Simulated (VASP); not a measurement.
Crystal: Cd3O2.

```
CELL_PARAMETERS angstrom
3.81808 0.00000 0.00000
0.00000 3.81808 0.00000
0.00000 0.00000 5.62357
ATOMIC_POSITIONS crystal
Cd 0.50000 0.00000 0.99346
Cd 0.00000 0.50000 0.99346
Cd 0.00000 0.00000 0.27214
O 0.00000 0.00000 0.72113
O 0.50000 0.50000 0.28981
```

The cell was generated, and may not be a known phase.

| Quantity | Value |
| --- | --- |
| Program | VASP 6.6.1 |
| Task | relaxation of cell and atoms |
| Functional | PBE |
| Potentials or basis | VASP PAW PBE potentials, release 64 (Cd_sv_GW, O) |
| Cutoff | 700 eV |
| k mesh | 4 × 4 × 3 |
| Occupations | gaussian, width 0.2 eV |
| Spin | no spin polarisation |

At the start: pressure 19.1 GPa; volume 16.40 Å³/atom.

Task: How do energy, volume and symmetry change on relaxing?

Result: Over 21 steps the energy falls by 788.0 meV/atom and the volume is 21.71 Å³/atom (+32.4 %); space group P4mm (No. 99, to 0.1 Å) before and after.

Step by step:
```
step  energy change (eV)  largest force (eV/Å)  pressure (GPa)  volume (Å³)
   1              0.0000                8.4328           19.05        81.98
   2             -2.1005                1.5305           -9.48       107.21
   3             -2.2975                1.9387           -6.12        98.83
   4             -2.7864                1.2237           -0.80        91.20
   5             -2.8093                1.1432            1.27        89.26
   6             -2.9278                1.0559            1.59        89.45
   7             -3.0964                0.8685            3.62        89.99
   8             -3.1913                0.8861            2.51        91.84
   9             -3.4240                1.0445           -0.23        97.53
  10             -3.6459                0.9966           -4.33       109.57
  11             -3.7184                0.8144           -4.05       110.31
  12             -3.8358                0.3362           -3.60       112.54
  13             -3.8464                0.2911           -3.61       113.34
  14             -3.9201                0.1966           -1.39       109.44
  15             -3.9320                0.1317            0.01       107.36
  16             -3.9320                0.1272            0.09       107.24
  17             -3.9331                0.1126            0.08       107.34
  18             -3.9357                0.0937            0.05       107.62
  19             -3.9385                0.1108            0.00       108.19
  20             -3.9387                0.1165           -0.01       108.43
  21             -3.9400                0.0571           -0.06       108.56
```

Final structure:
```xyz
5
Lattice="4.3568 0.0000 0.0000 0.0000 4.3568 0.0000 0.0000 0.0000 5.7193" Properties=species:S:1:pos:R:3 pbc="T T T"
Cd    2.1784    0.0000    5.6297
Cd    0.0000    2.1784    5.6297
Cd    4.3568    0.0000    2.4591
O     0.0000    0.0000    4.6970
O     2.1784    2.1784    0.2865
```

Caveat: the volume moved by over 15 % at a fixed basis, so the end points are rough; the relaxation stopped at a loose force limit of 0.08 eV/Å, so its end isn't a converged minimum.
